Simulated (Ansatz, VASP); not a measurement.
Na: VASP beside Ansatz

```xyz
2
Lattice="3.9732 0.0302 0.0377 -1.9604 3.3952 -0.0178 0.0615 0.0020 6.4336" Properties=species:S:1:pos:R:3 pbc="T T T"
Na    0.0087    2.2775    1.6665
Na    2.0657    1.1500    4.7870
```

Change from the starting cell: all atoms moved at random, cell strained at random.

Alike in both runs: task single point; functional PBEsol; k mesh 12 × 12 × 6; occupations gaussian, width 0.1 eV; no spin polarisation.

|  | VASP | Ansatz |
| --- | --- | --- |
| version | VASP 6.6.1 | Ansatz 0.2.0 |
| potentials or method | VASP PAW PBE potentials, release 64 (Na_pv), cutoff 520 eV | scalar-relativistic, plane waves, PAW |
| valence electrons in the cell | 14 | 18 |

```csv
,VASP,Ansatz,Ansatz less VASP
gap on the k mesh at the Fermi level (eV),none,none,-
pressure (GPa),-1.0,-1.0,0.00
"traceless stress, the component that is largest in VASP (GPa)",-0.06,-0.06,0.000
rms of the force components (eV/Å),0.029,0.029,-0.0005
```

VASP's potentials were made for PBE, not for PBEsol. Atom by atom the forces differ by 0.001 eV/Å (rms over components). A gap of «none» marks a metal or a gap that the smearing closes. VASP's potentials hold 14 valence electrons a cell and Ansatz's 18, so a difference there can come from the potentials and not from the codes.
